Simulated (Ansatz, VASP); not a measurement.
# LiCl: VASP beside Ansatz

The input INCAR:

```
PREC = Accurate ; ENCUT = 520
EDIFF = 1E-6 ; ISMEAR = -1
SIGMA = 0.02 ; LREAL = F
LASPH = T ; NELM = 80
ALGO = Normal ; ISIF = 2
LWAVE = F ; LCHARG = T
GGA = PE ; LELF = T
LVHAR = T ; NBANDS = 12
```

File KPOINTS:

```
regular mesh
0
Gamma
  8 8 8
```

The input POSCAR:

```
LiCl
1.0
    0.0000000000      2.4481609426      2.5560252063
    2.5560252063      0.0000000000      2.5560252063
    2.5560252063      2.4481609426      0.0000000000
Li Cl
1 1
Direct
    0.0000000000      0.0000000000      0.0000000000
    0.5000000000      0.5000000000      0.5000000000
```

Input for Ansatz:

```yaml
crystal:
  lattice:
    - [0.0, 2.4481609426, 2.5560252063]
    - [2.5560252063, 0.0, 2.5560252063]
    - [2.5560252063, 2.4481609426, 0.0]
  atoms:
    - { symbol: Li, position: [0.0, 0.0, 0.0] }
    - { symbol: Cl, position: [0.5, 0.5, 0.5] }
kpoints:
  mp_grid: { grid: [8, 8, 8] }
  band_path:
    path:
      - [0.0, 0.0, 0.0]
      - [0.5, 0.0, 0.5]
      - [0.625, 0.25, 0.625]
      - [0.375, 0.375, 0.75]
      - [0.5, 0.5, 0.5]
      - [0.5, 0.25, 0.75]
    npoints: 1
hamiltonian:
  xc: pbe
scf:
  occupations: { method: fermi_dirac, width: 0.02 }
  n_extra_bands: 4
output:
  forces: true
  stress: true
  eigenvalues: true
```

Change from the starting cell: uniaxial_y strain -4.2%.

Alike in both runs: task single point; functional PBE; k mesh 8 × 8 × 8; occupations fermi-dirac, width 0.02 eV; no spin polarisation.

|  | VASP | Ansatz |
| --- | --- | --- |
| version | VASP 6.6.1 | Ansatz 0.2.0 |
| potentials or method | VASP PAW PBE potentials, release 64 (Li_sv, Cl) | plane waves, PAW |
| plane-wave cutoff (eV) | 520 | 420 |
| valence electrons in the cell | 10 | 10 |

Ansatz gave:

| Property | Result |
| --- | --- |
| gap on the k mesh at the Fermi level (eV) | 6.60 |

Problem. What did VASP give for the same quantities?

Solution. gap on the k mesh at the Fermi level (eV): 6.62.

With one functional, cell and mesh, what is left measures potentials, basis and numerics.

Noted on VASP's run: the cutoff is short for stress, so the pressure is rough.
